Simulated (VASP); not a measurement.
A run of VASP 6.6.1:

File INCAR:

```
SYSTEM = InSb
ALGO = Fast ; EDIFF = 1E-6
EDIFFG = -0.01 ; ENCUT = 600
GGA = PE ; IBRION = 2
ISIF = 4 ; ISMEAR = 0
LASPH = .True. ; LCHARG = .False.
LREAL = .False. ; LWAVE = .False.
NELM = 100 ; NSW = 60
PREC = Accurate ; SIGMA = 0.05
```

The input KPOINTS:

```
k-points
0
Gamma
  6 6 10
  0 0 0
```

POSCAR

```
InSb
1.0
    5.5437985355      0.0000000000      0.0000000000
    0.0000000000      6.0346649395      0.0000000000
    0.0000000000      0.0000000000      3.2455629630
In Sb
2 2
Direct
    0.0000000000      0.0000000000      0.2496958823
    0.5000000000      0.5000000000     -0.2496958823
    0.5000000000      0.0000000000      0.7499969454
    0.0000000000      0.5000000000      0.2500030546
```

Potentials or basis: VASP PAW PBE potentials, release 64 (In_d, Sb).

Run with:

```sh
$ cat potpaw_PBE.64/In_d/POTCAR potpaw_PBE.64/Sb/POTCAR > POTCAR
$ mpirun -np 1 vasp_std > vasp.out
```

Hardware: 1 thread of Oxide Virtual Turin-like Processor, with other jobs on the host.

Problem. Estimate the wall time of this run.

Solution. Wall time 9.1 min on 1 thread of Oxide Virtual Turin-like Processor (shared host), peak memory 0.39 GiB. Counts: scf iterations 20, k points 96, ion steps 2.
